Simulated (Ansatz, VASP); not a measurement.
Pd in VASP and in Ansatz

```xyz
1
Lattice="0.0000 1.9742 1.9742 1.9742 0.0000 1.9742 1.9742 1.9742 0.0000" Properties=species:S:1:pos:R:3 pbc="T T T"
Pd    0.0000    0.0000    0.0000
```

Alike in both runs: functional PBE; k mesh 8 × 8 × 8; occupations gaussian, width 0.1 eV; no spin polarisation.

Ansatz relaxed the structure, and its values are those at the end. VASP's run is a single point on that final structure, the one shown.

```csv
,VASP,Ansatz
version,VASP 6.6.1,Ansatz 0.2.0
potentials or method,"VASP PAW PBE potentials, release 64 (Pd), cutoff 500 eV","scalar-relativistic, plane waves, PAW"
valence electrons in the cell,10,18
```

|  | VASP | Ansatz | Ansatz less VASP |
| --- | --- | --- | --- |
| gap on the k mesh at the Fermi level (eV) | none | none | - |
| pressure (GPa) | -0.2 | 0.0 | +0.21 |

A gap of «none» marks a metal or a gap that the smearing closes. VASP's potentials hold 10 valence electrons a cell and Ansatz's 18, so a difference there can come from the potentials and not from the codes.
